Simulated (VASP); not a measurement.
**Al2Pt: electric field gradients with PBE**

Al2Pt:

```
Al Pt
1.0
     0.00000    2.95500    2.95500
     2.95500    0.00000    2.95500
     2.95500    2.95500    0.00000
Al Pt
2 1
Direct
  0.25000 0.25000 0.25000
  0.75000 0.75000 0.75000
  0.00000 0.00000 0.00000
```

```yaml
Program: VASP 6.6.1
Task: electric field gradients
Functional: PBE
Potentials_or_basis: VASP PAW PBE potentials, release 64 (Al, Pt)
Cutoff: 520 eV
k_mesh: 10 × 10 × 10
Occupations: fermi-dirac, width 0.05 eV
Spin: no spin polarisation
Dipole_correction: no
Further_INCAR_settings: ALGO = Normal; EDIFF = 1e-08; NBANDS = 15
```

```
Pressure               : 2.3 GPa
Band gap on the k mesh : zero (band 8 reaches 11.72 eV, above the bottom of band 9 at 6.29 eV)
```

Levels at points of the mesh, in eV from the Fermi level:
| k point | band 5 | band 6 | band 7 | band 8 | band 9 | band 10 | band 11 | band 12 |
| --- | --- | --- | --- | --- | --- | --- | --- | --- |
| (0.00, 0.00, 0.00) | -3.68 | -3.68 | 2.97 | 3.84 | 3.84 | 3.84 | 5.42 | 5.42 |
| (0.50, 0.00, 0.00) | -3.69 | -3.46 | -3.46 | 1.03 | 1.03 | 3.78 | 5.17 | 5.17 |
| (0.50, 0.50, 0.00) | -3.77 | -3.40 | -3.18 | -1.59 | -1.59 | 3.16 | 3.40 | 8.08 |

Run time: 17 s on 1 thread of Intel(R) Xeon(R) Platinum 8488C (Sapphire Rapids), on a shared host, peak memory 0.19 GiB.

Caveat: without QUAD_EFG the Cq values of the log hold for a quadrupole moment of 1 mb, not for the nuclei; spin-orbit coupling is left out, which moves the levels of the heavy elements.
